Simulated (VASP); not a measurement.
**Sb: single point with PBE**

Sb:

```
Sb
1.0
     2.97367    0.00000    0.00000
     0.00000    2.97367    0.00000
     0.00000    0.00000    3.56841
Sb
1
Direct
  0.00000 0.00000 0.00000
```

This cell differs from its parent crystal: ratio of the length along z to the lengths across it x 1.2, volume and fractional coordinates fixed.

```yaml
Program: VASP 6.6.1
Task: single point
Functional: PBE
Potentials_or_basis: VASP PAW PBE potentials, release 64 (Sb)
Cutoff: 520 eV
k_mesh: 16 × 16 × 16
Occupations: gaussian, width 0.15 eV
Spin: no spin polarisation
Dipole_correction: no
Further_INCAR_settings: ALGO = Normal; EDIFF = 1e-06; NBANDS = 8
```

- Pressure: 0.6 GPa

Stress tensor (GPa, compression positive):
```
 4.85  0.00  0.00
 0.00  4.85  0.00
 0.00  0.00 -7.78
```

Levels at points of the mesh, in eV from the Fermi level:
| k point | band 1 | band 2 | band 3 | band 4 | band 5 | band 6 | band 7 |
| --- | --- | --- | --- | --- | --- | --- | --- |
| (0.00, 0.00, 0.00) | -12.20 | 0.31 | 4.63 | 4.70 | 4.70 | 7.99 | 9.60 |
| (0.50, 0.00, 0.00) | -9.19 | -5.50 | 2.74 | 7.24 | 7.94 | 8.68 | 8.72 |
| (0.50, 0.50, 0.00) | -5.88 | -3.12 | -3.12 | 2.65 | 5.18 | 11.19 | 11.19 |
| (0.00, 0.00, 0.50) | -11.14 | -4.93 | 5.59 | 5.59 | 8.98 | 11.50 | 12.29 |
| (0.50, 0.00, 0.50) | -8.06 | -4.55 | -2.30 | 2.42 | 8.15 | 13.00 | 13.20 |
| (0.50, 0.50, 0.50) | -4.58 | -2.27 | -2.27 | 0.22 | 4.10 | 5.56 | 5.56 |

It took 26 s on 1 thread of Intel(R) Xeon(R) 6975P-C (Granite Rapids), on a shared host, peak memory 0.22 GiB.

Caveat: spin-orbit coupling is left out, which moves the levels of the heavy elements.
